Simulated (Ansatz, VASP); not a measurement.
**One calculation of HfZrSe3, two programs**

```xyz
10
Lattice="3.2418 1.8716 6.4788 -3.2418 1.8716 6.4788 0.0000 -3.7433 6.4788" Properties=species:S:1:pos:R:3 pbc="T T T"
Zr    0.0000    0.0000    0.0000
Zr    0.0000    0.0000    9.7182
Hf    0.0000    0.0000   12.9085
Hf    0.0000    0.0000    6.5280
Se   -1.1168   -1.9003    8.1339
Se   -1.0873    1.9173    8.1339
Se    2.2041   -0.0170    8.1339
Se    1.1168    1.9003   11.3026
Se    1.0873   -1.9173   11.3026
Se   -2.2041    0.0170   11.3026
```

Alike in both runs: functional PBE; k mesh 6 × 6 × 6; occupations gaussian, width 0.1 eV; no spin polarisation.

Ansatz relaxed the structure, and its values are those at the end. VASP's run is a single point on that final structure, the one shown.

|  | VASP | Ansatz |
| --- | --- | --- |
| version | VASP 6.6.1 | Ansatz 0.2.0 |
| potentials or method | VASP PAW PBE potentials, release 64 (Zr_sv, Hf_pv, Se), cutoff 520 eV | scalar-relativistic, plane waves, PAW |
| valence electrons in the cell | 80 | 172 |

Ansatz gave:

- gap on the k mesh at the Fermi level (eV): none
- pressure (GPa): 0.0
- rms of the force components (eV/Å): 0.001

Question: Which values does VASP return?

Answer: gap on the k mesh at the Fermi level (eV): none; pressure (GPa): -0.1; rms of the force components (eV/Å): 0.014.

A gap of «none» marks a metal or a gap that the smearing closes. VASP's potentials hold 80 valence electrons a cell and Ansatz's 172, so a difference there can come from the potentials and not from the codes.

Spin-orbit coupling is off throughout.
